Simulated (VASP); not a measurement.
# PbS (rocksalt type) (Fm-3m) in VASP: a series of runs, part 2 of 2

VASP 6.6.1. The steps go on from the part before.

## Step 3: Single point, PBE (volume scaled by 0.88)

File INCAR:

```
PREC = Accurate
ENCUT = 520
EDIFF = 1E-7
ISMEAR = -1
SIGMA = 0.1
LREAL = F
LASPH = T
NELM = 60
ALGO = Normal
ISIF = 2
LWAVE = F
LCHARG = F
GGA = PE
NBANDS = 17
```

File KPOINTS:

```
regular mesh
0
Gamma
  14 14 14
```

File POSCAR:

```
PbS
1.0
    0.0000000000      2.8788950513      2.8788950513
    2.8788950513      0.0000000000      2.8788950513
    2.8788950513      2.8788950513      0.0000000000
Pb S
1 1
Direct
    0.0000000000      0.0000000000      0.0000000000
    0.5000000000      0.5000000000      0.5000000000
```

Potentials or basis: VASP PAW PBE potentials, release 64 (Pb_d, S).

The run is started by

```console
$ cat potpaw_PBE.64/Pb_d/POTCAR potpaw_PBE.64/S/POTCAR > POTCAR
$ mpirun -np 1 vasp_std > vasp.out
```

Run time: 37 s. Hardware: 1 thread of Intel Xeon 6975P-C (Granite Rapids), shared host; peak memory 0.22 GiB.

The run converged. Its results:

```
Free energy : -8.6080 eV
Pressure    : 8.8 GPa
```

Levels at points of the mesh, in eV from the Fermi level:
| k point | band 7 | band 8 | band 9 | band 10 | band 11 | band 12 | band 13 | band 14 |
| --- | --- | --- | --- | --- | --- | --- | --- | --- |
| (0.00, 0.00, 0.00) | -5.97 | -2.75 | -2.75 | -2.75 | 5.38 | 5.38 | 5.38 | 6.38 |
| (0.50, 0.00, 0.00) | -9.53 | -2.27 | -2.27 | 0.01 | 0.02 | 1.64 | 1.64 | 8.66 |
| (0.50, 0.50, 0.00) | -7.46 | -6.11 | -4.16 | -4.16 | 3.34 | 5.78 | 5.93 | 5.93 |

Caveat: the cell differs from its parent crystal (volume scaled by 0.88); spin-orbit coupling is left out, which moves the levels of the heavy elements.

## Step 4: Single point, PBE (volume scaled by 0.94)

File INCAR:

```
  PREC = Accurate
  ENCUT = 520
  EDIFF = 1E-7
  ISMEAR = -1
  SIGMA = 0.1
  LREAL = F
  LASPH = T
  NELM = 60
  ALGO = Normal
  ISIF = 2
  LWAVE = F
  LCHARG = F
  GGA = PE
  NBANDS = 17
```

KPOINTS is that of step 3.

File POSCAR:

```
PbS
1.0
    0.0000000000      2.9428913400      2.9428913400
    2.9428913400      0.0000000000      2.9428913400
    2.9428913400      2.9428913400      0.0000000000
Pb S
1 1
Direct
    0.0000000000      0.0000000000      0.0000000000
    0.5000000000      0.5000000000      0.5000000000
```

The run is started by

```console
$ cat potpaw_PBE.64/Pb_d/POTCAR potpaw_PBE.64/S/POTCAR > POTCAR
$ mpirun -np 1 vasp_std > vasp.out
```

Run time: 26 s. Hardware: 1 thread of Intel Xeon 6975P-C (Granite Rapids), shared host; peak memory 0.23 GiB.

Results (log left out):

```
Free energy            : -8.7334 eV
Pressure               : 3.7 GPa
Band gap on the k mesh : 0.28 eV, direct
```

Levels at points of the mesh, in eV from the valence-band top:
| k point | band 6 | band 7 | band 8 | band 9 | band 10 | band 11 | band 12 | band 13 | band 14 | band 15 |
| --- | --- | --- | --- | --- | --- | --- | --- | --- | --- | --- |
| (0.00, 0.00, 0.00) | -13.84 | -6.02 | -2.32 | -2.32 | -2.32 | 5.25 | 5.25 | 5.25 | 6.64 | 6.64 |
| (0.50, 0.00, 0.00) | -12.54 | -9.02 | -1.91 | -1.91 | 0.00 | 0.28 | 1.88 | 1.88 | 8.66 | 10.05 |
| (0.50, 0.50, 0.00) | -12.07 | -7.27 | -5.43 | -3.63 | -3.63 | 3.73 | 5.63 | 5.75 | 5.75 | 11.16 |

Caveat: the cell differs from its parent crystal (volume scaled by 0.94); spin-orbit coupling is left out, which moves the levels of the heavy elements. A k mesh can miss the band edges.

## Step 5: Single point, PBE (volume scaled by 0.94)

File INCAR:

```
SYSTEM = PbS
PREC     = Accurate       ! precision mode
ENCUT    = 520            ! plane-wave cutoff, eV
EDIFF    = 1E-6           ! SCF threshold, eV
ISMEAR   = -1             ! smearing method
SIGMA    = 0.1            ! smearing width, eV
LREAL    = .FALSE.        ! projectors in reciprocal space
LASPH    = .TRUE.         ! aspherical terms in the spheres
NELM     = 80             ! most SCF steps
ALGO     = Normal         ! electronic algorithm
ISIF     = 2              ! what is computed and relaxed
LWAVE    = .FALSE.        ! write WAVECAR
LCHARG   = .FALSE.        ! write CHGCAR
GGA      = PE             ! functional
NBANDS   = 17             ! bands
```

File KPOINTS:

```
Automatic mesh
0
G
  14 14 14
  0 0 0
```

POSCAR is that of step 4.

Potentials or basis: VASP PAW PBE potentials, release 64 (Pb_d, S).

The run is started by

```console
$ cat potpaw_PBE.64/Pb_d/POTCAR potpaw_PBE.64/S/POTCAR > POTCAR
$ mpirun -np 1 vasp_std > vasp.out
```

OUTCAR:

```text
SYSTEM = PbS
   PREC = Accurate
   ENCUT = 520
   EDIFF = 1E-6
   ISMEAR = -1
   LREAL = .FALSE.
   LASPH = .TRUE.
   NELM = 80
   ISIF = 2
   GGA = PE

 ion  position               nearest neighbor table
   1  0.000  0.000  0.000-   2 2.94   2 2.94   2 2.94   2 2.94   2 2.94   2 2.94
   2  0.500  0.500  0.500-   1 2.94   1 2.94   1 2.94   1 2.94   1 2.94   1 2.94

  LATTYP: Found a face centered cubic cell.
 ALAT       =     5.8857826800

  Lattice vectors:

 A1 = (   0.0000000000,   2.9428913400,   2.9428913400)
 A2 = (   2.9428913400,   0.0000000000,   2.9428913400)
 A3 = (   2.9428913400,   2.9428913400,   0.0000000000)

Analysis of symmetry for initial positions (statically):
=====================================================================
 Subroutine PRICEL returns:
 Original cell was already a primitive cell.

 Routine SETGRP: Setting up the symmetry group for a
 face centered cubic supercell.

 Subroutine GETGRP returns: Found 48 space group operations
 (whereof 48 operations were pure point group operations)
[... 156 lines left out ...]
  ---------------------------------------------------
  ext. energy  EPLUGINS =         0.00000000
  ---------------------------------------------------
  free energy    TOTEN  =        -8.73339074 eV

  energy without entropy =       -8.73262714  energy(sigma->0) =       -8.73300894

 E-fermi :   6.2982     XC(G=0):  -9.7920

 val. band max:        6.1612316967   @ k =   0.5000   0.0000   0.0000
 cond. band min:       6.4364775654   @ k =   0.5000   0.0000   0.0000
 fundamental gap:      0.2752458686
 Fermi energy:         6.2981593882

 k-point     1 :       0.0000    0.0000    0.0000
  band No.  band energies     occupation
      1     -10.7322      2.00000
      2     -10.7322      2.00000
      3     -10.7322      2.00000
      4     -10.7163      2.00000
      5     -10.7163      2.00000
      6      -7.6784      2.00000
[... 457 lines left out ...]
      4     -10.7074      2.00000
      5     -10.6946      2.00000
      6      -7.0403      2.00000
[... 9 lines left out ...]
     16      15.1971      0.00000
     17      17.1227      0.00000

 [... further k-points ...]
[... 5 lines left out ...]
  --------------------------------------------------------------------------------------
  -------------------------------------------------------------------------------------
  Total        1.1642383      1.1642383      1.1642383     -0.0000000     -0.0000000      0.0000000
  in kB       36.5931507     36.5931507     36.5931507     -0.0000000     -0.0000000      0.0000000
  external PRESSURE =      36.5931507 kB  Pullay stress =       0.0000000 kB

 VOLUME and BASIS-vectors are now :
 -----------------------------------------------------------------------------
  energy-cutoff  :      520.00
  volume of cell :       50.97
      direct lattice vectors                 reciprocal lattice vectors
     0.000000000  2.942891340  2.942891340    -0.169900938  0.169900938  0.169900938
     2.942891340  0.000000000  2.942891340     0.169900938 -0.169900938  0.169900938
     2.942891340  2.942891340  0.000000000     0.169900938  0.169900938 -0.169900938

 POSITION                                       TOTAL-FORCE (eV/Angst)
 -----------------------------------------------------------------------------------
      0.00000      0.00000      0.00000         0.000000      0.000000      0.000000
      2.94289      2.94289      2.94289         0.000000      0.000000     -0.000000
 -----------------------------------------------------------------------------------
    total drift:                                0.000000     -0.000000     -0.000000

  FREE ENERGIE OF THE ION-ELECTRON SYSTEM (eV)
  ---------------------------------------------------
  free  energy   TOTEN  =        -8.7333907416 eV

  energy  without entropy=       -8.7326271385  energy(sigma->0) =       -8.73300894
```

Run time: 24 s. Hardware: 1 thread of Intel Xeon 6975P-C (Granite Rapids), shared host; peak memory 0.23 GiB.

Results:

```
Free energy            : -8.7334 eV
Pressure               : 3.7 GPa
Band gap on the k mesh : 0.28 eV, direct
```

Levels at points of the mesh, in eV from the valence-band top:
| k point | band 8 | band 9 | band 10 | band 11 | band 12 | band 13 |
| --- | --- | --- | --- | --- | --- | --- |
| (0.00, 0.00, 0.00) | -2.32 | -2.32 | -2.32 | 5.25 | 5.25 | 5.25 |
| (0.50, 0.00, 0.00) | -1.91 | -1.91 | 0.00 | 0.28 | 1.88 | 1.88 |
| (0.50, 0.50, 0.00) | -5.43 | -3.63 | -3.63 | 3.73 | 5.63 | 5.75 |

Caveat: the cell differs from its parent crystal (volume scaled by 0.94); spin-orbit coupling is left out, which moves the levels of the heavy elements. A k mesh can miss the band edges.

## Step 6: Single point, PBE

This run uses another cell than the first one, of 27.11 Å³/atom, 1.250 times its volume.

File INCAR:

```
SYSTEM = PbS
PREC = Accurate
ENCUT = 520
EDIFF = 1E-6
ISMEAR = -1
SIGMA = 0.1
LREAL = .FALSE.
LASPH = .TRUE.
NELM = 100
ALGO = Normal
ISIF = 2
LWAVE = .FALSE.
LCHARG = .TRUE.
GGA = PE
LELF = .TRUE.
LVHAR = .TRUE.
NBANDS = 17
```

File KPOINTS:

```
regular mesh
0
G
  14 14 14
  0 0 0
```

File POSCAR:

```
PbS
1.0
    0.0000000000      3.0042191430      3.0042191430
    3.0042191430      0.0000000000      3.0042191430
    3.0042191430      3.0042191430      0.0000000000
Pb S
1 1
Direct
    0.0000000000      0.0000000000      0.0000000000
    0.5000000000      0.5000000000      0.5000000000
```

Potentials or basis: VASP PAW PBE potentials, release 64 (Pb_d, S).

The run is started by

```console
$ cat potpaw_PBE.64/Pb_d/POTCAR potpaw_PBE.64/S/POTCAR > POTCAR
$ mpirun -np 1 vasp_std > vasp.out
```

Run time: 26 s. Hardware: 1 thread of Intel Xeon 6975P-C (Granite Rapids), shared host; peak memory 0.24 GiB.

It converged, with:

* Free energy: -8.7695 eV
* Pressure: -0.1 GPa
* Band gap on the k mesh: 0.50 eV, direct

Levels at points of the mesh, in eV from the valence-band top:
| k point | band 6 | band 7 | band 8 | band 9 | band 10 | band 11 | band 12 | band 13 | band 14 | band 15 |
| --- | --- | --- | --- | --- | --- | --- | --- | --- | --- | --- |
| (0.00, 0.00, 0.00) | -13.22 | -6.07 | -1.94 | -1.94 | -1.94 | 5.14 | 5.14 | 5.14 | 6.87 | 6.87 |
| (0.50, 0.00, 0.00) | -12.07 | -8.59 | -1.58 | -1.58 | 0.00 | 0.50 | 2.08 | 2.08 | 8.65 | 10.22 |
| (0.50, 0.50, 0.00) | -11.70 | -7.11 | -4.83 | -3.15 | -3.15 | 4.07 | 5.48 | 5.58 | 5.58 | 11.18 |

Caveat: spin-orbit coupling is left out, which moves the levels of the heavy elements.

## Step 7: Overview

```csv
cell,gap on the mesh (eV),pressure (GPa)
"a = 3.944 Å, angles 60.0°, 2 atoms",0.35,18.8
"a = 4.071 Å, angles 60.0°, 2 atoms",-,8.8
"a = 4.162 Å, angles 60.0°, 2 atoms",0.28,3.7
"a = 4.249 Å, angles 60.0°, 2 atoms",0.50,-0.1
```

Alike in all rows: task single point; level PBE; potentials or basis VASP PAW PBE potentials, release 64 (Pb_d, S); no spin polarisation; k mesh 14 × 14 × 14; cutoff (eV) 520; smearing fermi-dirac 0.1 eV.

Caveats: spin-orbit coupling is left out, which moves the levels of the heavy elements.

Total energies depend on the potentials used, so only differences within one code and one set of settings carry meaning.
